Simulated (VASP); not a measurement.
A run of VASP 6.6.1 is set up as follows.

INCAR

```
SYSTEM = Co
PREC = Accurate
ENCUT = 520
EDIFF = 1E-6
ISMEAR = -1
SIGMA = 0.1
LREAL = .FALSE.
LASPH = .TRUE.
NELM = 150
ALGO = Normal
ISIF = 2
LWAVE = .FALSE.
LCHARG = .FALSE.
ISPIN = 2
MAGMOM = 2.97
LORBIT = 11
NUPDOWN = 2.97
LMAXMIX = 4
GGA = PE
NBANDS = 14
```

KPOINTS

```
Automatic mesh
0
G
  11 11 11
  0 0 0
```

Contents of POSCAR:

```
Co
1.0
    0.0000000000      1.8140000000      1.8140000000
    1.8140000000      0.0000000000      1.8140000000
    1.8140000000      1.8140000000      0.0000000000
Co
1
Direct
    0.0000000000      0.0000000000      0.0000000000
```

Potentials or basis: VASP PAW PBE potentials, release 64 (Co).

Launch:

```console
$ cat potpaw_PBE.64/Co/POTCAR > POTCAR
$ mpirun -np 1 vasp_std > vasp.out
```

(1) What does it give for the pressure?

Answers

(1) 15.7 GPa.

Caveat: the total moment is fixed, so each spin has its own Fermi level.
